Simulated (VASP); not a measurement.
LiPb, 2 atoms in the cell. The structure is trigonal, space group R-3m (No. 166). Conventional cell: a = 4.862 Å, b = 4.862 Å, c = 6.188 Å, α = 90.00°, β = 90.00°, γ = 120.00°. Within 3.9 Å of Li (site symmetry -3m) lie 8 Pb at 2.99 to 3.09 Å and 6 Li at 3.48 Å. Pb (site symmetry -3m) has 8 Li at 2.99 to 3.09 Å and 6 Pb at 3.48 Å within 3.9 Å.  This cell differs from its parent crystal: strain -0.025 along x and y, +0.000 along z.

* Program: VASP 6.6.1
* Task: single point
* Functional: r2SCAN
* Potentials or basis: VASP PAW PBE potentials, release 64 (Li_sv, Pb_d)
* Cutoff: 520 eV
* k mesh: 12 × 12 × 12
* Occupations: gaussian, width 0.15 eV
* Spin: no spin polarisation
* Dipole correction: no
* Further INCAR settings: ALGO = Normal; EDIFF = 1e-07; NBANDS = 16

Potentials or basis: VASP PAW PBE potentials, release 64 (Li_sv, Pb_d).

Run with:

```bash
$ cat potpaw_PBE.64/Li_sv/POTCAR potpaw_PBE.64/Pb_d/POTCAR > POTCAR
$ cp INCAR.step1 INCAR
$ mpirun -np 1 vasp_std > vasp.out
$ cp INCAR.step2 INCAR
$ mpirun -np 1 vasp_std > vasp.out
```

Hardware: 1 thread of Oxide Virtual Turin-like Processor (shared host).

Question: Estimate the wall time of this run.

Answer: Run time: 5 min on 1 thread of Oxide Virtual Turin-like Processor (shared host), peak memory 0.23 GiB. Counts: k points 189.
